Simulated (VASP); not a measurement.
Write the native input for VASP 6.6.1 that does the following.

* Task: electric field gradients
* Functional: PBEsol
* Potentials or basis: VASP PAW PBE potentials, release 64 (Co, O)
* Cutoff: 520 eV
* k mesh: 16 × 16 × 16
* Occupations: fermi-dirac, width 0.05 eV
* Spin: collinear spin, ferromagnetic start
* Starting moments: [2.0, 0.0] μB
* Dipole correction: no
* Further INCAR settings: ALGO = Normal; EDIFF = 1e-08; NBANDS = 18

The structure of CoO lies in POSCAR:

```
CoO
1.0
   -0.0213150000      2.1208425000      2.1208425000
    2.1208425000     -0.0213150000      2.1208425000
    2.1208425000      2.1208425000     -0.0213150000
Co O
1 1
Direct
    0.0000000000      0.0000000000      0.0000000000
    0.5000000000      0.5000000000      0.5000000000
```

This cell differs from its parent crystal: equal xy, yz and zx shear strains of -1 %.

The input as run:

INCAR

```
ALGO     = Normal         # electronic algorithm
EDIFF    = 1E-8           # SCF threshold, eV
ENCUT    = 520            # plane-wave cutoff, eV
GGA      = PS             # functional
ISIF     = 2              # what is computed and relaxed
ISMEAR   = -1             # smearing method
ISPIN    = 2              # spin polarisation
LASPH    = T              # aspherical terms in the spheres
LCHARG   = F              # write CHGCAR
LEFG     = T            
LMAXMIX  = 4              # l up to which the mixer works
LORBIT   = 11             # projections on sites
LREAL    = F              # projectors in reciprocal space
LWAVE    = F              # write WAVECAR
MAGMOM   = 2 0            # initial moments
NBANDS   = 18             # bands
NELM     = 150            # most SCF steps
PREC     = Accurate       # precision mode
SIGMA    = 0.05           # smearing width, eV
```

KPOINTS

```
k-points
0
Gamma
  16 16 16
```

Potentials or basis: VASP PAW PBE potentials, release 64 (Co, O).

Run with:

```console
$ cat potpaw_PBE.64/Co/POTCAR potpaw_PBE.64/O/POTCAR > POTCAR
$ mpirun -np 1 vasp_std > vasp.out
```

Results of the run:

- Pressure: -11.2 GPa
- Net moment: 2.94 μB per cell
- Site moments: Co +2.57; O +0.32 μB
- Largest electric field gradient by atom: Co -1.9; O -2.9 V/Å²
- Valence electrons inside the program's atomic spheres: Co 7.80; O 4.95

Caveat: the cell differs from its parent crystal (equal xy, yz and zx shear strains of -1 %); the cell stands under tension; without QUAD_EFG the Cq values of the log hold for a quadrupole moment of 1 mb, not for the nuclei; the PAW data sets were made with another functional, which shifts forces and pressure a little; a cell with one magnetic atom can't hold antiferromagnetic order, which such compounds often take.

It took 3.7 min on 1 thread of Intel(R) Xeon(R) Platinum 8259CL CPU @ 2.50GHz (Skylake/Cascade Lake) (shared host), peak memory 0.33 GiB.
